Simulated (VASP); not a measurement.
# GaSb (F-43m) in VASP: single point with PBE

Aim: the single point of GaSb with PBE.

Everything below comes from runs of VASP 6.6.1. Logs are shortened: lines on timing, memory, paths and dates and some standing lists are left out, and cuts for length are marked.

## (1) The cell of the first run

The structure is cubic, space group F-43m (No. 216). Conventional cell: a = 6.327 Å, b = 6.327 Å, c = 6.327 Å, α = 90.00°, β = 90.00°, γ = 90.00°. Ga (site symmetry -43m) has 4 Sb at 2.74 Å within 3.6 Å. Within 3.6 Å of Sb (site symmetry -43m) lie 4 Ga at 2.74 Å.

## (2) Single point, PBE (strained)

File INCAR:

```
ALGO = Normal ; EDIFF = 1E-6
ENCUT = 520 ; GGA = PE
ISIF = 2 ; ISMEAR = 0
LASPH = T ; LCHARG = T
LELF = T ; LREAL = F
LVHAR = T ; LWAVE = F
NBANDS = 16 ; NELM = 80
PREC = Accurate ; SIGMA = 0.1
```

File KPOINTS:

```
k-points
0
Gamma
  12 12 12
```

File POSCAR:

```
GaSb
1.0
    0.0000000000      3.1632507200      3.1632507200
    3.1632507200      0.0000000000      3.1632507200
    3.1632507200      3.1632507200      0.0000000000
Ga Sb
1 1
Direct
    0.0000000000      0.0000000000      0.0000000000
    0.7500000000      0.7500000000      0.7500000000
```

Potentials or basis: VASP PAW PBE potentials, release 64 (Ga_d, Sb).

Launch:

```console
> cat potpaw_PBE.64/Ga_d/POTCAR potpaw_PBE.64/Sb/POTCAR > POTCAR
> mpirun -np 1 vasp_std > vasp.out
```

OUTCAR:

```text
EDIFF = 1E-6
   ENCUT = 520
   GGA = PE
   ISIF = 2
   ISMEAR = 0
   LASPH = T
   LREAL = F
   NELM = 80
   PREC = Accurate

 ion  position               nearest neighbor table
   1  0.000  0.000  0.000-   2 2.74   2 2.74   2 2.74   2 2.74
   2  0.750  0.750  0.750-   1 2.74   1 2.74   1 2.74   1 2.74

  LATTYP: Found a face centered cubic cell.
 ALAT       =     6.3265014400

  Lattice vectors:

 A1 = (   0.0000000000,   3.1632507200,   3.1632507200)
 A2 = (   3.1632507200,   0.0000000000,   3.1632507200)
 A3 = (   3.1632507200,   3.1632507200,   0.0000000000)

Analysis of symmetry for initial positions (statically):
=====================================================================
 Subroutine PRICEL returns:
 Original cell was already a primitive cell.

 Routine SETGRP: Setting up the symmetry group for a
 face centered cubic supercell.

 Subroutine GETGRP returns: Found 24 space group operations
 (whereof 24 operations were pure point group operations)
 out of a pool of 48 trial point group operations.

The static configuration has the point symmetry T_d .

Analysis of symmetry for dynamics (positions and initial velocities):
=====================================================================
 Subroutine PRICEL returns:
 Original cell was already a primitive cell.

 Routine SETGRP: Setting up the symmetry group for a
 face centered cubic supercell.

 Subroutine GETGRP returns: Found 24 space group operations
 (whereof 24 operations were pure point group operations)
 out of a pool of 48 trial point group operations.

The dynamic configuration has the point symmetry T_d .

 Subroutine INISYM returns: Found 24 space group operations
 (whereof 24 operations are pure point group operations),
 and found     1 'primitive' translations

----------------------------------------------------------------------------------------

                                     Primitive cell

  volume of cell :      63.3040

  direct lattice vectors                    reciprocal lattice vectors
     0.000000000  3.163250720  3.163250720    -0.158065245  0.158065245  0.158065245
     3.163250720  0.000000000  3.163250720     0.158065245 -0.158065245  0.158065245
     3.163250720  3.163250720  0.000000000     0.158065245  0.158065245 -0.158065245

  length of vectors
     4.473512069  4.473512069  4.473512069     0.273777035  0.273777035  0.273777035

  position of ions in fractional coordinates (direct lattice)
     0.000000000  0.000000000  0.000000000
     0.750000000  0.750000000  0.750000000

  ion indices of the primitive-cell ions
   primitive index   ion index
                 1           1
                 2           2

----------------------------------------------------------------------------------------

 KPOINTS: k-points

Automatic generation of k-mesh.
 Grid dimensions read from file:
 generate k-points for:   12   12   12

 Generating k-lattice:

  Cartesian coordinates                     Fractional coordinates (reciprocal lattice)
    -0.013172104  0.013172104  0.013172104     0.083333333  0.000000000  0.000000000
     0.013172104 -0.013172104  0.013172104     0.000000000  0.083333333  0.000000000
     0.013172104  0.013172104 -0.013172104     0.000000000  0.000000000  0.083333333

  Length of vectors
     0.022814753  0.022814753  0.022814753

  Shift w.r.t. Gamma in fractional coordinates (k-lattice)
     0.000000000  0.000000000  0.000000000

 Subroutine IBZKPT returns following result:
 ===========================================

 Found     72 irreducible k-points:

 Following reciprocal coordinates:
            Coordinates               Weight
  0.000000  0.000000  0.000000      1.000000
  0.083333  0.000000  0.000000      8.000000
  0.166667  0.000000  0.000000      8.000000
  0.250000  0.000000  0.000000      8.000000
  0.333333  0.000000  0.000000      8.000000
  0.416667  0.000000  0.000000      8.000000
[... 16 lines left out ...]
  0.500000  0.166667  0.000000     24.000000
 -0.416667  0.166667  0.000000     24.000000
 [... further k-points ...]
   k-points           NKPTS =     72   k-points in BZ     NKDIM =     72   number of bands    NBANDS=     16
   number of dos      NEDOS =    301   number of ions     NIONS =      2
   total plane-waves  NPLWV =  46656
   dimension x,y,z NGX =    36 NGY =   36 NGZ =   36
   dimension x,y,z NGXF=    72 NGYF=   72 NGZF=   72
   ions per type =               1   1
   NGX,Y,Z   is equivalent  to a cutoff of  13.38, 13.38, 13.38 a.u.
   NGXF,Y,Z  is equivalent  to a cutoff of  26.76, 26.76, 26.76 a.u.
 SYSTEM =  unknown system
   PREC   = accura    normal or accurate (medium, high low for compatibility)
   ISTART =      0    job   : 0-new  1-cont  2-samecut
   ICHARG =      2    charge: 1-file 2-atom 10-const
   ISPIN  =      1    spin polarized calculation?
   LNONCOLLINEAR =      F non collinear calculations
   LSORBIT =      F    spin-orbit coupling
   LASPH  =      T    aspherical Exc in radial PAW
   ENCUT  =  520.0 eV  38.22 Ry    6.18 a.u.   8.32  8.32  8.32*2*pi/ulx,y,z
   NELM   =     80;   NELMIN=  2; NELMDL= -5     # of ELM steps
   EDIFF  = 0.1E-05   stopping-criterion for ELM
   LREAL  =      F    real-space projection
   EDIFFG = 0.1E-04   stopping-criterion for IOM
   NSW    =      0    number of steps for IOM
   IBRION =     -1    ionic relax: 0-MD 1-quasi-New 2-CG
   NFREE  =      0    steps in history (QN), initial steepest desc. (CG)
   ISIF   =      2    stress and relaxation
   ISYM   =      2    0-nonsym 1-usesym 2-fastsym
   POTIM  = 0.5000    time-step for ionic-motion
   TEBEG  =    0.0;   TEEND  =   0.0 temperature during run
   PSTRESS=    0.0 pullay stress
   NELECT =      18.0000    total number of electrons
   NUPDOWN=      -1.0000    fix difference up-down
   EMIN   =  10.00;   EMAX   =-10.00  energy-range for DOS
   EFERMI =   0.00;   METHOD = LEGACY
   ISMEAR =     0;   SIGMA  =   0.10  broadening in eV -4-tet -1-fermi 0-gaus
   EFERMI_NEDOS =   21; number of points for ismear=-14 and -15
   IALGO  =     38    algorithm
   IMIX   =      4    mixing-type and parameters
     AMIX     =   0.40;   BMIX     =  1.00
     AMIX_MAG =   1.60;   BMIX_MAG =  1.00
  volume/ion in A,a.u.               =      31.65       213.60
  Fermi-wavevector in a.u.,A,eV,Ry     =   1.076520  2.034328 15.767724  1.158895
  Thomas-Fermi vector in A             =   2.212406
   LORBIT       =      0    0 simple, 1 ext, 2 COOP (PROOUT), +10 PAW based schemes
   GGA     = PE    functional components
   LHFCALC =     F    Hartree Fock is set to
   AEXX    =    0.0000 exact exchange contribution
   IVDW    =     0    specifies the selected vdW correction
   LEPSILON=     F    determine dielectric tensor
   LRPA    =     F    only Hartree local field effects (RPA)
 non-spin polarized calculation
 Gauss-broadening in eV      SIGMA  =   0.10
  energy-cutoff  :      520.00
  volume of cell :       63.30
 maximum number of plane-waves:      1731
 NGX is ok and might be reduce to    36
   NGX = 17   NGY = 17   NGZ = 17

 number of electron      18.0000008 magnetization

 Free energy of the ion-electron system (eV)
  ---------------------------------------------------
  ext. energy  EPLUGINS =         0.00000000
  ---------------------------------------------------
  free energy    TOTEN  =        -7.35119325 eV

  energy without entropy =       -7.35102726  energy(sigma->0) =       -7.35111026

 E-fermi :   3.9482     XC(G=0):  -8.6574

 val. band max:        3.8966586848   @ k =   0.0000   0.0000   0.0000
 cond. band min:       4.1075871601   @ k =   0.5000   0.0000   0.0000
 fundamental gap:      0.2109284753
 Fermi energy:         3.9482261418

 k-point     1 :       0.0000    0.0000    0.0000
  band No.  band energies     occupation
      1     -10.9692      2.00000
      2     -10.9692      2.00000
      3     -10.9692      2.00000
      4     -10.9331      2.00000
      5     -10.9331      2.00000
      6      -6.9258      2.00000
[... 8 lines left out ...]
     15      12.2973      0.00000
     16      12.2973      0.00000

 k-point     2 :       0.0833    0.0000    0.0000
  band No.  band energies     occupation
      1     -10.9704      2.00000
      2     -10.9686      2.00000
      3     -10.9686      2.00000
      4     -10.9332      2.00000
      5     -10.9332      2.00000
      6      -6.8629      2.00000
[... 8 lines left out ...]
     15      11.8608      0.00000
     16      11.8608      0.00000

 k-point     3 :       0.1667    0.0000    0.0000
  band No.  band energies     occupation
      1     -10.9737      2.00000
      2     -10.9671      2.00000
      3     -10.9671      2.00000
      4     -10.9333      2.00000
      5     -10.9333      2.00000
      6      -6.6786      2.00000
[... 8 lines left out ...]
     15      11.4296      0.00000
     16      11.4296      0.00000

 k-point     4 :       0.2500    0.0000    0.0000
  band No.  band energies     occupation
      1     -10.9782      2.00000
      2     -10.9652      2.00000
      3     -10.9652      2.00000
      4     -10.9333      2.00000
      5     -10.9333      2.00000
      6      -6.3887      2.00000
[... 8 lines left out ...]
     15      11.3944      0.00000
     16      11.3944      0.00000
[... 324 lines left out ...]
 k-point    22 :       0.4167    0.1667    0.0000
  band No.  band energies     occupation
      1     -10.9878      2.00000
      2     -10.9608      2.00000
      3     -10.9598      2.00000
      4     -10.9355      2.00000
      5     -10.9319      2.00000
      6      -5.7095      2.00000
[... 8 lines left out ...]
     15      12.5747      0.00000
     16      13.4603      0.00000

 k-point    23 :       0.5000    0.1667    0.0000
  band No.  band energies     occupation
      1     -10.9894      2.00000
      2     -10.9602      2.00000
      3     -10.9592      2.00000
      4     -10.9348      2.00000
      5     -10.9323      2.00000
      6      -5.4260      2.00000
[... 8 lines left out ...]
     15      13.1827      0.00000
     16      13.4953      0.00000

 k-point    24 :      -0.4167    0.1667    0.0000
  band No.  band energies     occupation
      1     -10.9892      2.00000
      2     -10.9602      2.00000
      3     -10.9596      2.00000
      4     -10.9340      2.00000
      5     -10.9330      2.00000
      6      -5.3810      2.00000
[... 8 lines left out ...]
     15      12.3589      0.00000
     16      12.7860      0.00000

 [... further k-points ...]

------------------------ aborting loop because EDIFF is reached ----------------------------------------

  FORCE on cell =-STRESS in cart. coord.  units (eV):
  Direction    XX          YY          ZZ          XY          YZ          ZX
  --------------------------------------------------------------------------------------
  -------------------------------------------------------------------------------------
  Total       -0.8155366     -0.8155366     -0.8155366     -0.0000000      0.0000000     -0.0000000
  in kB      -20.6406407    -20.6406407    -20.6406407     -0.0000000      0.0000000     -0.0000000
  external PRESSURE =     -20.6406407 kB  Pullay stress =       0.0000000 kB

 VOLUME and BASIS-vectors are now :
 -----------------------------------------------------------------------------
  energy-cutoff  :      520.00
  volume of cell :       63.30
      direct lattice vectors                 reciprocal lattice vectors
     0.000000000  3.163250720  3.163250720    -0.158065245  0.158065245  0.158065245
     3.163250720  0.000000000  3.163250720     0.158065245 -0.158065245  0.158065245
     3.163250720  3.163250720  0.000000000     0.158065245  0.158065245 -0.158065245

 POSITION                                       TOTAL-FORCE (eV/Angst)
 -----------------------------------------------------------------------------------
      0.00000      0.00000      0.00000        -0.000000     -0.000000      0.000000
      4.74488      4.74488      4.74488         0.000000      0.000000     -0.000000
 -----------------------------------------------------------------------------------
    total drift:                               -0.000001     -0.000001     -0.000001

  FREE ENERGIE OF THE ION-ELECTRON SYSTEM (eV)
  ---------------------------------------------------
  free  energy   TOTEN  =        -7.3511932547 eV

  energy  without entropy=       -7.3510272639  energy(sigma->0) =       -7.35111026
```

Run time: 1.8 min. Hardware: 1 thread of Intel Xeon 8259CL, shared host; peak memory 0.25 GiB.

Results:

```yaml
Free_energy: -7.3512 eV
Pressure: -2.1 GPa
Band_gap_on_the_k_mesh: zero (filled and empty bands touch)
```

Caveat: the cell differs from its parent crystal (strained); semilocal functionals underestimate gaps, so a narrow gap can read as zero; spin-orbit coupling is left out, which moves the levels of the heavy elements.
